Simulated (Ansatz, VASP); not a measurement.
**MnS in VASP and in Ansatz**

```xyz
2
Lattice="0.0000 2.4735 2.4735 2.4735 0.0000 2.4735 2.4735 2.4735 0.0000" Properties=species:S:1:pos:R:3 pbc="T T T"
Mn    0.0000    0.0000    0.0000
S     3.7102    3.7102    3.7102
```

Alike in both runs: task single point; functional PBE; k mesh 8 × 8 × 8; occupations fermi-dirac, width 0.05 eV; collinear spin; fixed moment 4 μB.

|  | VASP | Ansatz |
| --- | --- | --- |
| version | VASP 6.6.1 | Ansatz 0.2.0 |
| potentials or method | VASP PAW PBE potentials, release 64 (Mn_sv, S) | Ansatz PAW |
| plane-wave cutoff (eV) | 680 | 420 |
| valence electrons in the cell | 21 | 21 |

Ansatz gave:

| Item | Value |
| --- | --- |
| net moment per atom (μB) | 2.00 |
| size of the moment on the site where the two differ most (μB) | 3.20 |

Q: Estimate VASP's values.

A: net moment per atom (μB): 2.00; size of the moment on the site where the two differ most (μB): 3.35.

Site moments also hang on the region over which each program counts them.
